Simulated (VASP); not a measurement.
A run of VASP 6.6.1 is set up as follows.

The input INCAR:

```
PREC = Accurate
ENCUT = 520
EDIFF = 1E-6
ISMEAR = -1
SIGMA = 0.05
LREAL = Auto
LASPH = True
NELM = 80
ALGO = Normal
ISIF = 2
LWAVE = False
LCHARG = False
GGA = PE
ISYM = 0
NBANDS = 73
```

File KPOINTS:

```
regular mesh
0
Gamma
  1 1 1
```

POSCAR

```
Si9N8O6
1.0
    6.9494310000     -0.1483230000     -0.0508250000
   -0.1483230000      6.7490330000     -0.1619310000
   -0.0508250000     -0.1619310000      6.6115700000
Si N O
9 8 6
Direct
    0.7586406879      0.3964114858      0.7077850225
    0.2322246871      0.4774005544      0.7111846005
    0.0351331681      0.0755989927      0.6138604694
    0.6000578948      0.6412463765      0.9463325064
    0.2727331067      0.4751594287      0.2183341781
    0.5326341590      0.7512508095      0.5198733320
    0.4665235208      0.2074167149      0.4939763557
    0.9629173319      0.6555827442      0.4400503122
    0.7944128254      0.9759345355      0.2106557273
    0.1043571590      0.9370678759      0.8497227271
    0.3503346034      0.5424781133      0.9750943845
    0.6993364410      0.7613378252      0.1392903607
    0.9922258485      0.5502729116      0.6726205911
    0.2417768704      0.2216798147      0.6323947479
    0.3365834067      0.5915818802      0.4732112489
    0.9740366644      0.9141954974      0.4082512935
    0.1568048582      0.9306564685      0.0124895811
    0.0393485527      0.4861810310      0.2628868288
    0.5293665361      0.9759025511      0.4460683212
    0.3624653486      0.2583509384      0.2661198970
    0.5450069475      0.7903155481      0.7667132867
    0.8676118892      0.1816473775      0.7291583869
    0.7151193566      0.5986645562      0.4858810073
```

Potentials or basis: VASP PAW PBE potentials, release 64 (Si, N, O).

Launch:

```bash
$ cat potpaw_PBE.64/Si/POTCAR potpaw_PBE.64/N/POTCAR potpaw_PBE.64/O/POTCAR > POTCAR
$ mpirun -np 1 vasp_gam > vasp.out
```

Task: Estimate the largest force.

Result: 2.920 eV/Å.

Task: What does it give for the pressure?

Result: -2.3 GPa.

Stress tensor (GPa, compression positive):
```
-3.19 -1.12 -1.21
-1.12  0.98 -2.18
-1.21 -2.18 -4.80
```

Caveat: the k points lie up to 0.95 Å⁻¹ apart; the standard files for N, O and F lose accuracy on very short bonds; the atoms stand as in a frame of molecular dynamics.
